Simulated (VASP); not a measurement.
# AlN (P6_3mc) in VASP: further runs

AlN is run at these levels: r2SCAN; tasks: single point.

All numbers are computed with VASP 6.6.1; they aren't measurements. Logs are shortened: lines on timing, memory, paths and dates and some standing lists are left out, and cuts for length are marked.

## Step 1: The cell of the first run

It takes space group P6_3mc (No. 186, hexagonal). Conventional cell: a = 3.231 Å, b = 3.231 Å, c = 4.779 Å, α = 90.00°, β = 90.00°, γ = 120.00°. Al (site symmetry 3m) has 4 N at 1.82 to 1.95 Å within 2.4 Å. Within 2.4 Å of N (site symmetry 3m) lie 4 Al at 1.82 to 1.95 Å.

## Step 2: Single point, r2SCAN (strain +0.040 along x and y, -0.040 along z)

File POSCAR:

```
AlN
1.0
    3.2309319515      0.0000000000      0.0000000000
   -1.6154659757      2.7980691479      0.0000000000
    0.0000000000      0.0000000000      4.7792686516
Al N
2 2
Direct
    0.3333333333      0.6666666667      0.0016929024
    0.6666666667      0.3333333333      0.5016929024
    0.3333333333      0.6666666667      0.3833070976
    0.6666666667      0.3333333333      0.8833070976
```

File INCAR.step1:

```
SYSTEM = AlN
PREC     = Accurate       ! precision mode
ENCUT    = 520            ! plane-wave cutoff, eV
ISMEAR   = 0              ! smearing method
SIGMA    = 0.05           ! smearing width, eV
LREAL    = .False.        ! projectors in reciprocal space
LASPH    = .True.         ! aspherical terms in the spheres
NELM     = 100            ! most SCF steps
NBANDS   = 16             ! bands
GGA      = PE             ! functional
ALGO     = Normal         ! electronic algorithm
EDIFF    = 1E-4           ! SCF threshold, eV
LWAVE    = .True.         ! write WAVECAR
LCHARG   = .False.        ! write CHGCAR
```

File INCAR.step2:

```
SYSTEM = AlN
PREC     = Accurate       ! precision mode
ENCUT    = 520            ! plane-wave cutoff, eV
EDIFF    = 1E-6           ! SCF threshold, eV
ISMEAR   = 0              ! smearing method
SIGMA    = 0.05           ! smearing width, eV
LREAL    = .False.        ! projectors in reciprocal space
LASPH    = .True.         ! aspherical terms in the spheres
NELM     = 100            ! most SCF steps
ALGO     = Normal         ! electronic algorithm
ISIF     = 2              ! what is computed and relaxed
LWAVE    = .False.        ! write WAVECAR
LCHARG   = .False.        ! write CHGCAR
METAGGA  = R2SCAN         ! meta-GGA
LMIXTAU  = .True.       
NBANDS   = 16             ! bands
ISTART   = 1
```

File KPOINTS:

```
Automatic mesh
0
Gamma
  12 12 6
  0 0 0
```

Potentials or basis: VASP PAW PBE potentials, release 64 (Al, N).

Command:

```bash
$ cat potpaw_PBE.64/Al/POTCAR potpaw_PBE.64/N/POTCAR > POTCAR
$ cp INCAR.step1 INCAR
$ mpirun -np 1 vasp_std > vasp.out
$ cp INCAR.step2 INCAR
$ mpirun -np 1 vasp_std > vasp.out
```

OUTCAR:

```text
SYSTEM = AlN
   PREC = Accurate
   ENCUT = 520
   EDIFF = 1E-6
   ISMEAR = 0
   LREAL = .False.
   LASPH = .True.
   NELM = 100
   ISIF = 2
   METAGGA = R2SCAN
   ISTART = 1

 ion  position               nearest neighbor table
   1  0.333  0.667  0.002-   3 1.82   4 1.95   4 1.95   4 1.95   2 3.03   2 3.03   2 3.03   2 3.03
                             2 3.03   2 3.03
   2  0.667  0.333  0.502-   4 1.82   3 1.95   3 1.95   3 1.95   1 3.03   1 3.03   1 3.03   1 3.03
                             1 3.03   1 3.03
   3  0.333  0.667  0.383-   1 1.82   2 1.95   2 1.95   2 1.95
   4  0.667  0.333  0.883-   2 1.82   1 1.95   1 1.95   1 1.95

  LATTYP: Found a hexagonal cell.
 ALAT       =     3.2309319515
 C/A-ratio  =     1.4792229373

  Lattice vectors:

 A1 = (   3.2309319515,   0.0000000000,   0.0000000000)
 A2 = (  -1.6154659757,   2.7980691479,   0.0000000000)
 A3 = (   0.0000000000,   0.0000000000,   4.7792686516)

Analysis of symmetry for initial positions (statically):
=====================================================================
 Subroutine PRICEL returns:
 Original cell was already a primitive cell.

 Routine SETGRP: Setting up the symmetry group for a
 hexagonal supercell.

 Subroutine GETGRP returns: Found 12 space group operations
 (whereof  6 operations were pure point group operations)
 out of a pool of 24 trial point group operations.

The static configuration has the point symmetry C_3v.
 The point group associated with its full space group is C_6v.

Analysis of symmetry for dynamics (positions and initial velocities):
=====================================================================
 Subroutine PRICEL returns:
 Original cell was already a primitive cell.

 Routine SETGRP: Setting up the symmetry group for a
 hexagonal supercell.

 Subroutine GETGRP returns: Found 12 space group operations
 (whereof  6 operations were pure point group operations)
 out of a pool of 24 trial point group operations.

The dynamic configuration has the point symmetry C_3v.
 The point group associated with its full space group is C_6v.

 Subroutine INISYM returns: Found 12 space group operations
 (whereof  6 operations are pure point group operations),
 and found     1 'primitive' translations

----------------------------------------------------------------------------------------

                                     Primitive cell

  volume of cell :      43.2064

  direct lattice vectors                    reciprocal lattice vectors
     3.230931952  0.000000000  0.000000000     0.309508221  0.178694655  0.000000000
    -1.615465976  2.798069148  0.000000000     0.000000000  0.357389309  0.000000000
     0.000000000  0.000000000  4.779268652     0.000000000  0.000000000  0.209237035

  length of vectors
     3.230931952  3.230931951  4.779268652     0.357389309  0.357389309  0.209237035

  position of ions in fractional coordinates (direct lattice)
     0.333333333  0.666666667  0.001692902
     0.666666667  0.333333333  0.501692902
     0.333333333  0.666666667  0.383307098
     0.666666667  0.333333333  0.883307098

  ion indices of the primitive-cell ions
   primitive index   ion index
                 1           1
                 2           2
                 3           3
                 4           4

----------------------------------------------------------------------------------------

 KPOINTS: Automatic mesh

Automatic generation of k-mesh.
 Grid dimensions read from file:
 generate k-points for:   12   12    6

 Generating k-lattice:

  Cartesian coordinates                     Fractional coordinates (reciprocal lattice)
     0.025792352  0.014891221  0.000000000     0.083333333  0.000000000  0.000000000
     0.000000000  0.029782442  0.000000000     0.000000000  0.083333333  0.000000000
     0.000000000  0.000000000  0.034872839     0.000000000  0.000000000  0.166666667

  Length of vectors
     0.029782442  0.029782442  0.034872839

  Shift w.r.t. Gamma in fractional coordinates (k-lattice)
     0.000000000  0.000000000  0.000000000

 Subroutine IBZKPT returns following result:
 ===========================================

 Found     76 irreducible k-points:

 Following reciprocal coordinates:
            Coordinates               Weight
  0.000000  0.000000  0.000000      1.000000
  0.083333  0.000000  0.000000      6.000000
  0.166667  0.000000  0.000000      6.000000
  0.250000  0.000000  0.000000      6.000000
  0.333333  0.000000  0.000000      6.000000
  0.416667  0.000000  0.000000      6.000000
[... 16 lines left out ...]
  0.250000  0.000000  0.166667     12.000000
  0.333333  0.000000  0.166667     12.000000
 [... further k-points ...]
   k-points           NKPTS =     76   k-points in BZ     NKDIM =     76   number of bands    NBANDS=     16
   number of dos      NEDOS =    301   number of ions     NIONS =      4
   total plane-waves  NPLWV =  20736
   dimension x,y,z NGX =    24 NGY =   24 NGZ =   36
   dimension x,y,z NGXF=    48 NGYF=   48 NGZF=   72
   ions per type =               2   2
   NGX,Y,Z   is equivalent  to a cutoff of  12.35, 12.35, 12.52 a.u.
   NGXF,Y,Z  is equivalent  to a cutoff of  24.70, 24.70, 25.05 a.u.
 SYSTEM =  AlN
   PREC   = accura    normal or accurate (medium, high low for compatibility)
   ISTART =      1    job   : 0-new  1-cont  2-samecut
   ICHARG =      0    charge: 1-file 2-atom 10-const
   ISPIN  =      1    spin polarized calculation?
   LNONCOLLINEAR =      F non collinear calculations
   LSORBIT =      F    spin-orbit coupling
   LASPH  =      T    aspherical Exc in radial PAW
   ENCUT  =  520.0 eV  38.22 Ry    6.18 a.u.   6.01  6.01  8.89*2*pi/ulx,y,z
   NELM   =    100;   NELMIN=  2; NELMDL=  0     # of ELM steps
   EDIFF  = 0.1E-05   stopping-criterion for ELM
   LREAL  =      F    real-space projection
   EDIFFG = 0.1E-04   stopping-criterion for IOM
   NSW    =      0    number of steps for IOM
   IBRION =     -1    ionic relax: 0-MD 1-quasi-New 2-CG
   NFREE  =      0    steps in history (QN), initial steepest desc. (CG)
   ISIF   =      2    stress and relaxation
   ISYM   =      2    0-nonsym 1-usesym 2-fastsym
   POTIM  = 0.5000    time-step for ionic-motion
   TEBEG  =    0.0;   TEEND  =   0.0 temperature during run
   PSTRESS=    0.0 pullay stress
   NELECT =      16.0000    total number of electrons
   NUPDOWN=      -1.0000    fix difference up-down
   EMIN   =  10.00;   EMAX   =-10.00  energy-range for DOS
   EFERMI =   0.00;   METHOD = LEGACY
   ISMEAR =     0;   SIGMA  =   0.05  broadening in eV -4-tet -1-fermi 0-gaus
   EFERMI_NEDOS =   21; number of points for ismear=-14 and -15
   IALGO  =     38    algorithm
   IMIX   =      4    mixing-type and parameters
     AMIX     =   0.40;   BMIX     =  1.00
     AMIX_MAG =   1.60;   BMIX_MAG =  1.00
  volume/ion in A,a.u.               =      10.80        72.89
  Fermi-wavevector in a.u.,A,eV,Ry     =   1.175616  2.221593 18.804254  1.382074
  Thomas-Fermi vector in A             =   2.311994
   LORBIT       =      0    0 simple, 1 ext, 2 COOP (PROOUT), +10 PAW based schemes
   METAGGA = R2SCAN    functional components
   LHFCALC =     F    Hartree Fock is set to
   AEXX    =    0.0000 exact exchange contribution
   IVDW    =     0    specifies the selected vdW correction
   LEPSILON=     F    determine dielectric tensor
   LRPA    =     F    only Hartree local field effects (RPA)
 non-spin polarized calculation
 Gauss-broadening in eV      SIGMA  =   0.05
  energy-cutoff  :      520.00
  volume of cell :       43.21
 maximum number of plane-waves:      1180
   NGX = 13   NGY = 13   NGZ = 17

 number of electron      16.0000004 magnetization

 Free energy of the ion-electron system (eV)
  ---------------------------------------------------
  ext. energy  EPLUGINS =         0.00000000
  ---------------------------------------------------
  free energy    TOTEN  =       -38.18418292 eV

  energy without entropy =      -38.18418292  energy(sigma->0) =      -38.18418292

 E-fermi :   6.0309     XC(G=0): -11.2438

 val. band max:        5.7626581040   @ k =   0.0000   0.0000   0.0000
 cond. band min:      10.1124358593   @ k =   0.0000   0.0000   0.0000
 fundamental gap:      4.3497777553
 Fermi energy:         6.0309455022

 k-point     1 :       0.0000    0.0000    0.0000
  band No.  band energies     occupation
      1     -10.2079      2.00000
      2      -7.8679      2.00000
      3      -0.1083      2.00000
      4       4.3903      2.00000
      5       4.3903      2.00000
      6       5.2912      2.00000
[... 8 lines left out ...]
     15      18.9861      0.00000
     16      20.1471      0.00000

 k-point     2 :       0.0833    0.0000    0.0000
  band No.  band energies     occupation
      1     -10.1283      2.00000
      2      -7.8350      2.00000
      3      -0.0121      2.00000
      4       4.0181      2.00000
      5       4.2741      2.00000
      6       4.8980      2.00000
[... 8 lines left out ...]
     15      19.0765      0.00000
     16      19.3602      0.00000

 k-point     3 :       0.1667    0.0000    0.0000
  band No.  band energies     occupation
      1      -9.8973      2.00000
      2      -7.7491      2.00000
      3       0.2710      2.00000
      4       3.1068      2.00000
      5       4.0003      2.00000
      6       4.0867      2.00000
[... 8 lines left out ...]
     15      18.6486      0.00000
     16      18.7417      0.00000

 k-point     4 :       0.2500    0.0000    0.0000
  band No.  band energies     occupation
      1      -9.5390      2.00000
      2      -7.6491      2.00000
      3       0.7229      2.00000
      4       2.0438      2.00000
      5       3.2159      2.00000
      6       3.6869      2.00000
[... 8 lines left out ...]
     15      18.6795      0.00000
     16      18.8200      0.00000
[... 324 lines left out ...]
 k-point    22 :       0.1667    0.0000    0.1667
  band No.  band energies     occupation
      1      -9.7855      2.00000
      2      -7.9430      2.00000
      3       0.5407      2.00000
      4       3.2238      2.00000
      5       3.8191      2.00000
      6       4.0738      2.00000
[... 8 lines left out ...]
     15      18.7173      0.00000
     16      18.7757      0.00000

 k-point    23 :       0.2500    0.0000    0.1667
  band No.  band energies     occupation
      1      -9.4357      2.00000
      2      -7.8083      2.00000
      3       0.7690      2.00000
      4       2.2955      2.00000
      5       2.9978      2.00000
      6       3.7707      2.00000
[... 8 lines left out ...]
     15      18.7996      0.00000
     16      19.0471      0.00000

 k-point    24 :       0.3333    0.0000    0.1667
  band No.  band energies     occupation
      1      -9.0121      2.00000
      2      -7.7082      2.00000
      3       0.6599      2.00000
      4       1.7711      2.00000
      5       2.4374      2.00000
      6       3.5068      2.00000
[... 8 lines left out ...]
     15      18.9600      0.00000
     16      20.0630      0.00000

 [... further k-points ...]
[... 5 lines left out ...]
  --------------------------------------------------------------------------------------
  -------------------------------------------------------------------------------------
  Total       -4.7212138     -4.7212138      3.9240764     -0.0000000      0.0000000      0.0000000
  in kB     -175.0719423   -175.0719423    145.5125132     -0.0000000      0.0000000      0.0000000
  external PRESSURE =     -68.2104572 kB  Pullay stress =       0.0000000 kB

 VOLUME and BASIS-vectors are now :
 -----------------------------------------------------------------------------
  energy-cutoff  :      520.00
  volume of cell :       43.21
      direct lattice vectors                 reciprocal lattice vectors
     3.230931952  0.000000000  0.000000000     0.309508221  0.178694655  0.000000000
    -1.615465976  2.798069148  0.000000000     0.000000000  0.357389309  0.000000000
     0.000000000  0.000000000  4.779268652     0.000000000  0.000000000  0.209237035

 POSITION                                       TOTAL-FORCE (eV/Angst)
 -----------------------------------------------------------------------------------
     -0.00000      1.86538      0.00809        -0.000000      0.000000     -1.092697
      1.61547      0.93269      2.39773         0.000000     -0.000000     -1.092697
     -0.00000      1.86538      1.83193        -0.000000      0.000000      1.092697
      1.61547      0.93269      4.22156        -0.000000      0.000000      1.092697
 -----------------------------------------------------------------------------------
    total drift:                                0.000000      0.000000     -0.019704

  FREE ENERGIE OF THE ION-ELECTRON SYSTEM (eV)
  ---------------------------------------------------
  free  energy   TOTEN  =       -38.1841829200 eV

  energy  without entropy=      -38.1841829200  energy(sigma->0) =      -38.18418292
```

Run time: 64 s. Hardware: 1 thread of Intel Xeon 6975P-C (Granite Rapids), shared host; peak memory 0.18 GiB.

Results:

```
Free energy            : -38.1842 eV
Pressure               : -6.8 GPa
Largest force          : 1.093 eV/Å
Band gap on the k mesh : 4.35 eV, direct
```

Forces on the atoms (eV/Å):
```
Al   0.000  0.000 -1.093
Al   0.000  0.000 -1.093
N    0.000  0.000  1.093
N    0.000  0.000  1.093
```

Levels at points of the mesh, in eV from the valence-band top:
```
           k point  band 4  band 5  band 6  band 7  band 8  band 9  band 10  band 11  band 12  band 13
(0.00, 0.00, 0.00)   -1.37   -1.37   -0.47   -0.47    0.00    4.35     6.29    10.85    10.85    11.47
(0.50, 0.00, 0.00)   -4.02   -3.50   -2.59   -1.90   -0.79    5.81     6.70     8.46    10.84    11.08
(0.00, 0.00, 0.50)   -3.22   -0.94   -0.94   -0.94   -0.94    6.40     6.40    11.15    11.15    11.15
(0.50, 0.00, 0.50)   -5.76   -1.80   -1.80   -1.33   -1.33    5.85     5.85     9.96     9.96    12.47
```

Caveat: the cell differs from its parent crystal (strain +0.040 along x and y, -0.040 along z); the PAW data sets were made with another functional, which shifts forces and pressure a little.

(Part 1 of 2 ends here.)
